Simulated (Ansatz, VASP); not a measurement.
# Two plane-wave programs on Mg3O2

The input INCAR:

```
SYSTEM = Mg3O2
ALGO = Normal ; EDIFF = 1E-7
EDIFFG = -0.08 ; ENCUT = 600
GGA = PE ; IBRION = 2
ISIF = 3 ; ISMEAR = 0
LASPH = .TRUE. ; LCHARG = .FALSE.
LREAL = .FALSE. ; LWAVE = .FALSE.
NELM = 60 ; NSW = 36
PREC = Accurate ; SIGMA = 0.2
```

Contents of KPOINTS:

```
k-points
0
G
  6 6 3
  0 0 0
```

POSCAR

```
Mg3O2
1.0
    3.3000000000      0.0000000000      0.0000000000
   -1.6500000000      2.8578838300      0.0000000000
    0.0000000000      0.0000000000      7.0000000000
Mg O
3 2
Direct
    0.6666666700      0.3333333300      0.3660000000
    0.3333333300      0.6666666700      0.6340000000
    0.0000000000      0.0000000000      0.0000000000
    0.3333333300      0.6666666700      0.2350000000
    0.6666666700      0.3333333300      0.7650000000
```

Input for Ansatz:

```yaml
crystal:
  lattice:
    - [3.3, 0.0, 0.0]
    - [-1.65, 2.85788383, 0.0]
    - [0.0, 0.0, 7.0]
  atoms:
    - { symbol: Mg, position: [0.66666667, 0.33333333, 0.366] }
    - { symbol: Mg, position: [0.33333333, 0.66666667, 0.634] }
    - { symbol: Mg, position: [0.0, 0.0, 0.0] }
    - { symbol: O, position: [0.33333333, 0.66666667, 0.235] }
    - { symbol: O, position: [0.66666667, 0.33333333, 0.765] }
basis:
  ecutwfc: 420
kpoints:
  mp_grid: { grid: [6, 6, 3] }
hamiltonian:
  xc: pbe
scf:
  occupations: { method: gaussian, width: 0.2 }
  lower_state_search: "off"
output:
  forces: true
  stress: true
  eigenvalues: true
relax:
  adjacent_minimum: "off"
  f_tol: 0.08
  max_steps: 16
  cell: { stress_tol: 0.8 }
```

Alike in both runs: task relaxation of cell and atoms; functional PBE; k mesh 6 × 6 × 3; occupations gaussian, width 0.2 eV; no spin polarisation.

|  | VASP | Ansatz |
| --- | --- | --- |
| version | VASP 6.6.1 | Ansatz 0.2.0 |
| potentials or method | VASP PAW PBE potentials, release 64 (Mg, O), cutoff 600 eV | scalar-relativistic, plane waves, PAW |
| valence electrons in the cell | 18 | 42 |

Ansatz gave:

| Quantity | Value |
| --- | --- |
| gap on the k mesh at the Fermi level, each at its own relaxed structure (eV) | none |
| relaxed volume (Å³/atom) | 12.07 |
| relaxed cell length with the largest relative difference (Å) | 3.050 |

Question: What did VASP give for the same quantities?

Answer: gap on the k mesh at the Fermi level, each at its own relaxed structure (eV): none; relaxed volume (Å³/atom): 11.96; relaxed cell length with the largest relative difference (Å): 3.038.

A gap of «none» marks a metal or a gap that the smearing closes. VASP's potentials hold 18 valence electrons a cell and Ansatz's 42, so a difference there can come from the potentials and not from the codes.

The k mesh is coarse, so the values compare programs but aren't converged.
